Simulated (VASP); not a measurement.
Crystal: TePb (kl).

```xyz
2
Lattice="0.0000 3.2271 3.2271 3.2271 0.0000 3.2271 3.2271 3.2271 0.0000" Properties=species:S:1:pos:R:3 pbc="T T T"
Te    3.2271    3.2271    3.2271
Pb    0.0000    0.0000    0.0000
```

| Property | Result |
| --- | --- |
| Program | VASP 6.6.1 |
| Task | relaxation of cell and atoms |
| Functional | LDA |
| Potentials or basis | VASP PAW LDA potentials, release 64 (Te, Pb_d) |
| Cutoff | 500 eV |
| k mesh | 8 × 8 × 8 |
| Occupations | gaussian, width 0.02 eV |
| Spin | no spin polarisation |

At the start: pressure -1.5 GPa; volume 33.61 Å³/atom.

**Question.** How do energy, volume and symmetry change on relaxing?

**Answer.** Over 3 steps the energy falls by 5.2 meV/atom and the volume is 32.53 Å³/atom (-3.2 %); space group Fm-3m (No. 225, to 0.05 Å).

Step by step:
| step | energy change (eV) | largest force (eV/Å) | pressure (GPa) | volume (Å³) |
| --- | --- | --- | --- | --- |
| 1 | 0.0000 | 0.0000 | -1.49 | 67.21 |
| 2 | -0.0086 | 0.0000 | 0.65 | 64.22 |
| 3 | -0.0103 | 0.0000 | -0.01 | 65.05 |

Final structure:
```cif
data_structure
_symmetry_space_group_name_H-M 'P 1'
_symmetry_Int_Tables_number 1
_cell_length_a 4.5144
_cell_length_b 4.5144
_cell_length_c 4.5144
_cell_angle_alpha 60.000
_cell_angle_beta 60.000
_cell_angle_gamma 60.000
_cell_volume 65.05
loop_
_atom_site_label
_atom_site_type_symbol
_atom_site_fract_x
_atom_site_fract_y
_atom_site_fract_z
_atom_site_occupancy
Te1 Te 0.50000 0.50000 0.50000 1
Pb1 Pb 0.00000 0.00000 0.00000 1
```
